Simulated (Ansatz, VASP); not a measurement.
## MoP in VASP and in Ansatz

The input INCAR:

```
SYSTEM = MoP
ALGO = Normal ; EDIFF = 1E-6
ENCUT = 500 ; GGA_COMPAT = .False.
ISIF = 2 ; ISMEAR = -1
LASPH = .True. ; LCHARG = .False.
LREAL = .False. ; LWAVE = .False.
NBANDS = 16 ; NELM = 120
PREC = Accurate ; SIGMA = 0.0272
```

File KPOINTS:

```
k-points
0
Gamma
  10 10 8
  0 0 0
```

The input POSCAR:

```
MoP
1.0
    3.2230000000      0.0000000000      0.0000000000
   -1.6115000000      2.7911998764      0.0000000000
    0.0000000000      0.0000000000      3.1910000000
Mo P
1 1
Direct
    0.0000000000      0.0000000000      0.0000000000
    0.3333333333      0.6666666667      0.5000000000
```

Input for Ansatz:

```yaml
crystal:
  lattice:
    - [3.223, 0.0, 0.0]
    - [-1.6115, 2.7911998764, 0.0]
    - [0.0, 0.0, 3.191]
  atoms:
    - { symbol: Mo, position: [0.0, 0.0, 0.0] }
    - { symbol: P, position: [0.333333333333, 0.666666666667, 0.5] }
kpoints:
  mp_grid: { grid: [10, 10, 8] }
scf:
  occupations: { method: fermi_dirac, width: 0.0272 }
hamiltonian:
  xc: lda
  pseudopotentials: { kind: all_electron, lapw: { basis_error: 0.001 } }
output:
  forces: true
  stress: true
  eigenvalues: true
  eigenstates:
    nscf_kmesh: { grid: [16, 16, 16] }
    de_dk: true
    e_range: [-14, 14]
  optics:
    e_range: [0, 20]
    de: 0.2
    sigma: 0.15
    bands: { spectra_wanted_up_to: 20 }
    nscf_kmesh: { grid: [16, 16, 16] }
    drude_damping: 0.136
checkpoint:
  write: ck
  write_wavefunctions: false
```

Alike in both runs: task single point; functional LDA; k mesh 10 × 10 × 8; occupations fermi-dirac, width 0.0272 eV; no spin polarisation.

|  | VASP | Ansatz |
| --- | --- | --- |
| version | VASP 6.6.1 | Ansatz 0.2.0 |
| potentials or method | VASP PAW LDA potentials, release 64 (Mo_sv, P), cutoff 500 eV | all-electron LAPW, scalar-relativistic |

VASP gave:

```
pressure (GPa)                                                : -6.8
traceless stress, the component that is largest in VASP (GPa) : -1.44
```

Q: Which values does Ansatz return?

A: Pressure (GPa): -7.3; traceless stress, the component that is largest in VASP (GPa): -1.54.

LDA's correlation is that of Perdew and Zunger in VASP and of Perdew and Wang (1992) in Ansatz. Ansatz ran all-electron here, and VASP with PAW potentials. Ansatz's warnings: optics on partly filled bands.
